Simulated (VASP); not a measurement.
# Al (a cell with a defect) in VASP: single point with PBE+D3(BJ)

Aim: the single point of Al (a cell with a defect) with PBE+D3(BJ).

All numbers are computed with VASP 6.6.1; they aren't measurements. Logs are shortened: lines on timing, memory, paths and dates and some standing lists are left out, and cuts for length are marked.

## Step 1: The cell of the first run

The cell holds a defect, 33 atoms: a = 8.100 Å, b = 8.100 Å, c = 8.100 Å, α = 90.00°, β = 90.00°, γ = 90.00°.

## Step 2: Single point, PBE+D3(BJ)

File INCAR:

```
SYSTEM = Al
PREC = Accurate
ENCUT = 520
EDIFF = 1E-7
ISMEAR = 0
SIGMA = 0.05
LREAL = Auto
LASPH = .True.
NELM = 80
ALGO = Normal
ISIF = 2
LWAVE = .False.
LCHARG = .False.
GGA = PE
IVDW = 12
NBANDS = 72
```

File KPOINTS:

```
Automatic mesh
0
Gamma
  3 3 3
  0 0 0
```

File POSCAR:

```
Al
1.0
    8.1000000000      0.0000000000      0.0000000000
    0.0000000000      8.1000000000      0.0000000000
    0.0000000000      0.0000000000      8.1000000000
Al
33
Direct
    0.5014600000     -0.0052446914     -0.0006474074
    0.7363312346      0.2503640741      0.0009771605
    0.7520043210      0.0028792593      0.2527761728
   -0.0004888889     -0.0151564198      0.0009598765
    0.2654262963      0.2503686420      0.0009580247
    0.5014497531      0.5045427160     -0.0006411111
    0.7456953086      0.7490444444     -0.0006396296
    0.2497183951      0.0001756790      0.2500860494
    0.4980277778      0.2503677778      0.2348496296
    0.7538822222      0.4959771605      0.2547092593
    0.4980309877     -0.0153251852      0.5002664198
    0.6851983951      0.2482632099      0.4988224691
    0.7532834568      0.0042030864      0.7464690123
   -0.0004846914      0.5140111111      0.0009737037
    0.2554297531      0.7490341975     -0.0006472840
    0.0026027160      0.2482438272      0.1964427160
    0.2478745679      0.4987151852      0.2519066667
    0.5014595062      0.7490344444      0.2448682716
    0.0025981481     -0.0520371605      0.4988104938
    0.2998848148      0.2482545679      0.4988158025
    0.4980034568      0.5141864198      0.5002651852
    0.7362743210      0.7514049383      0.5002640741
    0.2484645679      0.0014200000      0.7491848148
    0.4980083951      0.2503664198      0.7643960494
    0.7551940741      0.4946583951      0.7445409877
   -0.0004883951      0.7513827160      0.2349648148
    0.0025886420      0.5623001235      0.4988166667
    0.2654801235      0.7513776543      0.5002669136
    0.0025951852      0.2482503704      0.8106127160
    0.2465646914      0.4974525926      0.7473456790
    0.5014517284      0.7490408642      0.7546801235
   -0.0004859259      0.7513965432      0.7642779012
   -0.0102213580      0.2570234568      0.5048240741
```

Potentials or basis: VASP PAW PBE potentials, release 64 (Al).

The run is started by

```
cat potpaw_PBE.64/Al/POTCAR > POTCAR
mpirun -np 1 vasp_std > vasp.out
```

OUTCAR:

```text
SYSTEM = Al
   PREC = Accurate
   ENCUT = 520
   EDIFF = 1E-7
   ISMEAR = 0
   LREAL = Auto
   LASPH = .True.
   NELM = 80
   ISIF = 2
   GGA = PE
   IVDW = 12
 IVDW          = 12

 ion  position               nearest neighbor table
   1  0.501  0.995  0.999-   7 2.81  31 2.81   2 2.81  24 2.81  18 2.81   9 2.82  15 2.82   5 2.82
                             8 2.88  23 2.88   3 2.89  13 2.89
   2  0.736  0.250  0.001-  29 2.65  16 2.68   9 2.70  24 2.72   6 2.80   1 2.81   3 2.86  10 2.86
                            13 2.87  25 2.87  14 3.02   4 3.03
   3  0.752  0.003  0.253-  22 2.86  26 2.86   2 2.86   4 2.86  12 2.87   9 2.88  11 2.88  16 2.88
                            19 2.88   1 2.89  18 2.89   7 2.91
   4  1.000  0.985  0.001-  29 2.63  16 2.66  26 2.68  32 2.69   7 2.81  15 2.82   8 2.86   3 2.86
                            23 2.87  13 2.87   2 3.03   5 3.04
   5  0.265  0.250  0.001-  29 2.63  16 2.65   9 2.67  24 2.69   6 2.81   1 2.82   8 2.86  17 2.86
                            23 2.87  30 2.87  14 3.03   4 3.04
   6  0.501  0.505  0.999-   7 2.80  31 2.80   2 2.80  24 2.80  18 2.81   9 2.81  15 2.81   5 2.81
                            17 2.90  30 2.90  10 2.91  25 2.91
   7  0.746  0.749  0.999-   6 2.80  31 2.80  14 2.80  32 2.80  18 2.81  26 2.81   1 2.81   4 2.81
                             3 2.91  13 2.91  10 2.91  25 2.92
   8  0.250  0.000  0.250-   9 2.86  11 2.86  26 2.86  28 2.86   4 2.86   5 2.86  16 2.87  19 2.87
                            20 2.87  15 2.87   1 2.88  18 2.88
   9  0.498  0.250  0.235-  12 2.62   5 2.67  20 2.67   2 2.70   6 2.81   1 2.82   8 2.86  17 2.86
[... 17 lines left out ...]
  18  0.501  0.749  0.245-   7 2.81   6 2.81  22 2.81  21 2.81   1 2.81  11 2.81  15 2.82  28 2.82
                             8 2.88  17 2.89   3 2.89  10 2.90
  19  0.003  0.948  0.499-  33 2.51  28 2.66  26 2.67  32 2.68  22 2.68   8 2.87  23 2.88   3 2.88
                            13 2.88  27 3.12
  20  0.300  0.248  0.499-  33 2.51  11 2.67   9 2.67  24 2.68  21 2.69   8 2.87  23 2.88  17 2.88
                            30 2.88  12 3.12
  21  0.498  0.514  0.500-  12 2.63  20 2.69  28 2.69  22 2.72  31 2.80  18 2.81  17 2.86  30 2.86
                            10 2.88  25 2.88  24 3.02   9 3.03
  22  0.736  0.751  0.500-  27 2.65  19 2.68  11 2.70  21 2.72  31 2.80  18 2.81   3 2.86  13 2.86
                            10 2.87  25 2.87  32 3.02  26 3.03
  23  0.248  0.001  0.749-  24 2.86  11 2.86  32 2.86  28 2.86  29 2.87   4 2.87   5 2.87  19 2.88
                            20 2.88  15 2.88   1 2.88  31 2.89
  24  0.498  0.250  0.764-  12 2.63  20 2.68   5 2.69   2 2.72   6 2.80   1 2.81  23 2.86  30 2.86
                            13 2.88  25 2.88  21 3.02  11 3.03
  25  0.755  0.495  0.745-   2 2.87  14 2.87  22 2.87  12 2.88  32 2.88  27 2.88  21 2.88  24 2.88
                            29 2.88  31 2.91   6 2.91   7 2.92  33 3.33
  26  1.000  0.751  0.235-  27 2.63  19 2.67   4 2.68  14 2.70   7 2.81  15 2.82   8 2.86   3 2.86
                            17 2.87  10 2.87  22 3.03  28 3.04
  27  0.003  0.562  0.499-  33 2.48  28 2.62  26 2.63  32 2.64  22 2.65  17 2.87  30 2.87  10 2.87
                            25 2.88  19 3.12
  28  0.265  0.751  0.500-  27 2.62  19 2.66  11 2.67  21 2.69  31 2.81  18 2.82   8 2.86  23 2.86
                            17 2.87  30 2.87  32 3.04  26 3.04
  29  0.003  0.248  0.811-  33 2.48   5 2.63   4 2.63  14 2.65   2 2.65  23 2.87  30 2.87  13 2.87
                            25 2.88  16 3.13
  30  0.247  0.497  0.747-  21 2.86  24 2.86  27 2.87  29 2.87  14 2.87   5 2.87  32 2.87  28 2.87
                            20 2.88  15 2.89  31 2.90   6 2.90
  31  0.501  0.749  0.755-   7 2.80   6 2.80  22 2.80  21 2.80   1 2.81  11 2.81  15 2.81  28 2.81
                            23 2.89  30 2.90  13 2.90  25 2.91
  32  1.000  0.751  0.764-  27 2.64  19 2.68   4 2.69  14 2.72   7 2.80  15 2.81  23 2.86  13 2.86
                            30 2.87  25 2.88  22 3.02  28 3.04
  33  0.990  0.257  0.505-  12 2.47  27 2.48  29 2.48  16 2.50  19 2.51  20 2.51  25 3.33

  LATTYP: Found a simple cubic cell.
 ALAT       =     8.1000000000

  Lattice vectors:

 A1 = (   8.1000000000,   0.0000000000,   0.0000000000)
 A2 = (   0.0000000000,   8.1000000000,   0.0000000000)
 A3 = (   0.0000000000,   0.0000000000,   8.1000000000)

Analysis of symmetry for initial positions (statically):
=====================================================================
 Subroutine PRICEL returns:
 Original cell was already a primitive cell.

 Routine SETGRP: Setting up the symmetry group for a
 simple cubic supercell.

 Subroutine GETGRP returns: Found  1 space group operations
 (whereof  1 operations were pure point group operations)
 out of a pool of 48 trial point group operations.

The static configuration has the point symmetry C_1 .

Analysis of symmetry for dynamics (positions and initial velocities):
=====================================================================
 Subroutine PRICEL returns:
 Original cell was already a primitive cell.

 Routine SETGRP: Setting up the symmetry group for a
 simple cubic supercell.

 Subroutine GETGRP returns: Found  1 space group operations
[... 122 lines left out ...]
  0.000000  0.000000  0.000000      1.000000
  0.333333  0.000000  0.000000      2.000000
  0.000000  0.333333  0.000000      2.000000
  0.000000  0.000000  0.333333      2.000000
  0.333333  0.333333  0.000000      2.000000
  0.000000  0.333333  0.333333      2.000000
  0.333333  0.000000  0.333333      2.000000
 -0.333333  0.333333  0.000000      2.000000
 -0.333333  0.000000  0.333333      2.000000
  0.000000 -0.333333  0.333333      2.000000
  0.333333  0.333333  0.333333      2.000000
 -0.333333  0.333333  0.333333      2.000000
 -0.333333 -0.333333  0.333333      2.000000
  0.333333 -0.333333  0.333333      2.000000
   k-points           NKPTS =     14   k-points in BZ     NKDIM =     14   number of bands    NBANDS=     72
   number of dos      NEDOS =    301   number of ions     NIONS =     33
   total plane-waves  NPLWV = 216000
   dimension x,y,z NGX =    60 NGY =   60 NGZ =   60
   dimension x,y,z NGXF=   120 NGYF=  120 NGZF=  120
   ions per type =              33
   NGX,Y,Z   is equivalent  to a cutoff of  12.31, 12.31, 12.31 a.u.
   NGXF,Y,Z  is equivalent  to a cutoff of  24.63, 24.63, 24.63 a.u.
 SYSTEM =  Al
   PREC   = accura    normal or accurate (medium, high low for compatibility)
   ISTART =      0    job   : 0-new  1-cont  2-samecut
   ICHARG =      2    charge: 1-file 2-atom 10-const
   ISPIN  =      1    spin polarized calculation?
   LNONCOLLINEAR =      F non collinear calculations
   LSORBIT =      F    spin-orbit coupling
   LASPH  =      T    aspherical Exc in radial PAW
   ENCUT  =  520.0 eV  38.22 Ry    6.18 a.u.  15.06 15.06 15.06*2*pi/ulx,y,z
   NELM   =     80;   NELMIN=  2; NELMDL= -5     # of ELM steps
   EDIFF  = 0.1E-06   stopping-criterion for ELM
   LREAL  =      T    real-space projection
   EDIFFG = 0.1E-05   stopping-criterion for IOM
   NSW    =      0    number of steps for IOM
   IBRION =     -1    ionic relax: 0-MD 1-quasi-New 2-CG
   NFREE  =      0    steps in history (QN), initial steepest desc. (CG)
   ISIF   =      2    stress and relaxation
   ISYM   =      2    0-nonsym 1-usesym 2-fastsym
   POTIM  = 0.5000    time-step for ionic-motion
   TEBEG  =    0.0;   TEEND  =   0.0 temperature during run
   PSTRESS=    0.0 pullay stress
   NELECT =      99.0000    total number of electrons
   NUPDOWN=      -1.0000    fix difference up-down
   EMIN   =  10.00;   EMAX   =-10.00  energy-range for DOS
   EFERMI =   0.00;   METHOD = LEGACY
   ISMEAR =     0;   SIGMA  =   0.05  broadening in eV -4-tet -1-fermi 0-gaus
   EFERMI_NEDOS =   21; number of points for ismear=-14 and -15
   IALGO  =     38    algorithm
   IMIX   =      4    mixing-type and parameters
     AMIX     =   0.40;   BMIX     =  1.00
     AMIX_MAG =   1.60;   BMIX_MAG =  1.00
  volume/ion in A,a.u.               =      16.10       108.68
  Fermi-wavevector in a.u.,A,eV,Ry     =   0.934978  1.766853 11.894002  0.874184
  Thomas-Fermi vector in A             =   2.061839
   LORBIT       =      0    0 simple, 1 ext, 2 COOP (PROOUT), +10 PAW based schemes
   GGA     = PE    functional components
   LHFCALC =     F    Hartree Fock is set to
   AEXX    =    0.0000 exact exchange contribution
   IVDW    =    12    specifies the selected vdW correction
   LEPSILON=     F    determine dielectric tensor
   LRPA    =     F    only Hartree local field effects (RPA)
 non-spin polarized calculation
 Gauss-broadening in eV      SIGMA  =   0.05
  energy-cutoff  :      520.00
  volume of cell :      531.44
 maximum number of plane-waves:     14358
   NGX = 31   NGY = 31   NGZ = 31

 number of electron      99.0000000 magnetization

 Free energy of the ion-electron system (eV)
  ---------------------------------------------------
  ext. energy  EPLUGINS =         0.00000000
  ---------------------------------------------------
  free energy    TOTEN  =      -121.52950224 eV

  energy without entropy =     -121.51701200  energy(sigma->0) =     -121.52325712

 E-fermi :   8.2932     XC(G=0): -10.2728

 val. band max:        8.2905169488   @ k =   0.3333   0.3333   0.0000
 cond. band min:       8.4118039464   @ k =   0.0000   0.0000   0.3333
 fundamental gap:      0.1212869975
 Fermi energy:         8.2931561535

 k-point     1 :       0.0000    0.0000    0.0000
  band No.  band energies     occupation
      1      -3.0817      2.00000
      2      -1.0901      2.00000
      3      -1.0892      2.00000
      4      -0.8036      2.00000
      5      -0.6880      2.00000
      6      -0.6878      2.00000
[... 885 lines left out ...]
     60       9.8532      0.00000
     61       9.8549      0.00000
 [bands above 61 left out]

------------------------ aborting loop because EDIFF is reached ----------------------------------------

 Edisp (eV)  -11.39011

 E8    (eV) :    -5.0975

  FORCE on cell =-STRESS in cart. coord.  units (eV):
  Direction    XX          YY          ZZ          XY          YZ          ZX
  --------------------------------------------------------------------------------------
  -------------------------------------------------------------------------------------
  Total       4.20761     4.10301     4.05528     0.04082    -0.02143     0.02983
  in kB      12.68501    12.36966    12.22576     0.12305    -0.06460     0.08994
  external pressure =       12.43 kB  Pullay stress =        0.00 kB

 VOLUME and BASIS-vectors are now :
 -----------------------------------------------------------------------------
  energy-cutoff  :      520.00
  volume of cell :      531.44
      direct lattice vectors                 reciprocal lattice vectors
     8.100000000  0.000000000  0.000000000     0.123456790  0.000000000  0.000000000
     0.000000000  8.100000000  0.000000000     0.000000000  0.123456790  0.000000000
     0.000000000  0.000000000  8.100000000     0.000000000  0.000000000  0.123456790

 POSITION                                       TOTAL-FORCE (eV/Angst)
 -----------------------------------------------------------------------------------
      4.06183      8.05752      8.09476         0.003549      0.002551      0.000502
      5.96428      2.02795      0.00792         0.006084      0.000491     -0.000704
      6.09124      0.02332      2.04749         0.000469      0.000887      0.000517
      8.09604      7.97723      0.00777        -0.002621      0.004339      0.002869
      2.14995      2.02799      0.00776        -0.004455      0.002111      0.003935
      4.06174      4.08680      8.09481         0.002251     -0.002876      0.000984
[... 25 lines left out ...]
      8.09606      6.08631      6.19065        -0.001214      0.001958     -0.004081
      8.01721      2.08189      4.08908        -0.007604      0.001620     -0.000295
 -----------------------------------------------------------------------------------
    total drift:                               -0.022350      0.009639      0.011010

  FREE ENERGIE OF THE ION-ELECTRON SYSTEM (eV)
  ---------------------------------------------------
  free  energy   TOTEN  =      -132.9196155738 eV

  energy  without entropy=     -132.9071253397  energy(sigma->0) =     -132.91337046
```

It took 11 min on 1 thread of Oxide Virtual Turin-like, shared host; peak memory 0.6 GiB.

What came out:

```
Free energy                : -132.9196 eV
Pressure                   : 1.2 GPa
Largest force              : 0.013 eV/Å
Dispersion energy per atom : -0.345 eV
```

Forces on the atoms (eV/Å):
```
Al   0.004  0.003  0.001
Al   0.006  0.000 -0.001
Al   0.000  0.001  0.001
Al  -0.003  0.004  0.003
Al  -0.004  0.002  0.004
Al   0.002 -0.003  0.001
Al   0.002  0.001  0.000
Al   0.001 -0.001 -0.001
Al  -0.002  0.001  0.003
Al  -0.001  0.002 -0.003
Al  -0.002  0.003  0.001
Al   0.013 -0.003 -0.003
Al  -0.001 -0.003  0.003
Al   0.000 -0.005  0.000
Al  -0.003 -0.001  0.000
Al   0.002 -0.001  0.008
Al  -0.002 -0.003  0.001
Al   0.003  0.000  0.003
Al   0.004  0.008 -0.003
Al  -0.008 -0.005 -0.004
Al  -0.003 -0.005  0.000
Al   0.005  0.001  0.001
Al  -0.002  0.001 -0.002
Al  -0.003  0.001 -0.005
Al  -0.001  0.001  0.001
Al  -0.002  0.002  0.004
Al   0.004 -0.008  0.001
Al  -0.003  0.005  0.001
Al   0.001  0.001 -0.009
Al   0.000  0.000  0.000
Al   0.002 -0.001 -0.003
Al  -0.001  0.002 -0.004
Al  -0.008  0.002  0.000
```
